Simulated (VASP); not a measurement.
**Zn12Cl: single point with PBE**

The system is Zn12Cl, a slab with vacuum.

```
CELL_PARAMETERS angstrom
5.32000 0.00000 0.00000
2.66000 4.60726 0.00000
0.00000 0.00000 17.93696
ATOMIC_POSITIONS crystal
Zn 0.00000 0.00000 0.05575
Zn 0.50000 0.00000 0.05575
Zn 0.00000 0.49999 0.05575
Zn 0.50000 0.49999 0.05575
Zn 0.85135 0.32798 0.19649
Zn 0.34057 0.32935 0.18641
Zn 0.89589 0.84182 0.18711
Zn 0.41980 0.81048 0.17856
Zn 0.05806 0.92256 0.32301
Zn 0.53414 0.91878 0.31904
Zn 0.06718 0.43010 0.31693
Zn 0.56901 0.41172 0.31145
Cl 0.79722 0.70521 0.43529
```

```yaml
Program: VASP 6.6.1
Task: single point
Functional: PBE
Potentials_or_basis: VASP PAW PBE potentials, release 64 (Zn, Cl)
Cutoff: 520 eV
k_mesh: 2 × 2 × 1
Occupations: fermi-dirac, width 0.15 eV
Spin: no spin polarisation
```

The largest force is 0.934 eV/Å and the band gap on the k mesh is zero (an odd number of electrons rules out a gap without spin polarisation).

Forces in eV/Å, atoms in the order of the input:
```
Zn   0.043  0.071 -0.068
Zn   0.276  0.038 -0.236
Zn  -0.052  0.051  0.134
Zn   0.126 -0.133 -0.039
Zn   0.637 -0.220 -0.647
Zn   0.261 -0.151 -0.156
Zn  -0.529 -0.348  0.246
Zn  -0.734  0.256  0.411
Zn   0.053  0.141 -0.184
Zn   0.367  0.332  0.066
Zn  -0.016 -0.113  0.325
Zn  -0.527  0.161  0.337
Cl   0.095 -0.086 -0.188
```

Levels at points of the mesh, in eV from the Fermi level:
```tsv
k point	band 73	band 74	band 75	band 76	band 77	band 78
(0.00, 0.00, 0.00)	-1.90	-1.60	-1.42	-1.36	-0.74	0.17
(0.50, 0.00, 0.00)	-2.18	-1.90	-0.05	0.19	0.34	1.06
(0.50, 0.50, 0.00)	-2.19	-1.85	-0.05	0.20	0.36	1.10
(0.00, 0.50, 0.00)	-2.31	-1.79	-0.09	0.26	0.37	1.01
```

Wall time 6.3 min on 1 thread of Intel(R) Xeon(R) Platinum 8259CL CPU @ 2.50GHz (Skylake/Cascade Lake), on a shared host, peak memory 0.55 GiB.

Caveat: the k points lie up to 0.68 Å⁻¹ apart, too coarse for converged energies and pressures of a metal; the atoms stand as in a frame of molecular dynamics; an odd number of electrons without spin polarisation forces a metal; a magnetic or distorted state may lie lower.
